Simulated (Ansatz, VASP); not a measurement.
Zr2SiC in VASP and in Ansatz

INCAR

```
SYSTEM = Zr2SiC
PREC = Accurate
ENCUT = 600
EDIFF = 1E-6
ISMEAR = 0
SIGMA = 0.1
LREAL = .False.
LASPH = .True.
NELM = 80
ALGO = Normal
ISIF = 3
LWAVE = .False.
LCHARG = .False.
GGA = PE
IBRION = 2
NSW = 90
EDIFFG = -0.04
```

KPOINTS

```
Automatic mesh
0
Gamma
  6 6 4
  0 0 0
```

POSCAR

```
Zr2SiC
1.0
    3.1261179000      0.0000000000      0.0000000000
    0.0000000000      3.1261179000      0.0000000000
    0.0000000000      0.0000000000      5.8215760000
Zr Si C
2 1 1
Direct
    0.0000000000      0.0000000000      0.2258049500
    0.0000000000      0.0000000000      0.7741950500
    0.5000000000      0.5000000000      0.5000000000
    0.5000000000      0.5000000000      0.0000000000
```

Input for Ansatz:

```yaml
crystal:
  lattice:
    - [3.1261179, 0.0, 0.0]
    - [0.0, 3.1261179, 0.0]
    - [0.0, 0.0, 5.821576]
  atoms:
    - { symbol: Zr, position: [0.0, 0.0, 0.22580495] }
    - { symbol: Zr, position: [0.0, 0.0, 0.77419505] }
    - { symbol: Si, position: [0.5, 0.5, 0.5] }
    - { symbol: C, position: [0.5, 0.5, 0.0] }
basis:
  ecutwfc: 420
kpoints:
  mp_grid: { grid: [6, 6, 4] }
hamiltonian:
  xc: pbe
scf:
  occupations: { method: gaussian, width: 0.1 }
  lower_state_search: "off"
output:
  forces: true
  stress: true
  eigenvalues: true
relax:
  adjacent_minimum: "off"
  f_tol: 0.04
  max_steps: 70
  cell: { stress_tol: 0.4 }
```

Alike in both runs: task relaxation of cell and atoms; functional PBE; k mesh 6 × 6 × 4; occupations gaussian, width 0.1 eV; no spin polarisation.

```csv
,VASP,Ansatz
version,VASP 6.6.1,Ansatz 0.2.0
potentials or method,"VASP PAW PBE potentials, release 64 (Zr_sv, Si, C), cutoff 600 eV","scalar-relativistic, plane waves, PAW"
valence electrons in the cell,32,32
```

VASP gave:

* gap on the k mesh at the Fermi level, each at its own relaxed structure (eV): none
* relaxed volume (Å³/atom): 15.13
* relaxed length of the cell vector where the two differ most in proportion (Å): 6.959

**Question.** Which values does Ansatz return?

**Answer.** gap on the k mesh at the Fermi level, each at its own relaxed structure (eV): none; relaxed volume (Å³/atom): 15.09; relaxed length of the cell vector where the two differ most in proportion (Å): 6.950.

A gap of «none» marks a metal or a gap that the smearing closes.
